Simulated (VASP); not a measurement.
The system is TeAs2.

```
Te As
1.0
    -3.55645    3.55645    2.94052
     3.55645   -3.55645    2.94052
     3.55645    3.55645   -2.94052
Te As
2 4
Direct
  0.75000 0.25000 0.50000
  0.00000 0.00000 0.00000
  0.37500 0.62500 0.25000
  0.37500 0.12500 0.75000
  0.37500 0.62500 0.75000
  0.87500 0.62500 0.25000
```

Base run:

* Program: VASP 6.6.1
* Functional: r2SCAN
* Potentials or basis: VASP PAW PBE potentials, release 64 (Te, As)
* Cutoff: 520 eV
* k mesh: 8 × 8 × 8
* Occupations: gaussian, width 0.1 eV
* Spin: no spin polarisation

Its results: band gap on the k mesh zero (bands 16 and 17 overlap by 0.54 eV); pressure -1.8 GPa.

Task: The run is repeated on the same cell with these changes: functional from r2SCAN to PBE. What comes out?

Result: Band gap on the k mesh zero (bands 16 and 17 overlap by 0.54 eV); pressure -0.7 GPa.

Caveats: spin-orbit coupling is left out, which moves the levels of the heavy elements; the PAW data sets were made with another functional, which shifts forces and pressure a little (at least some runs).
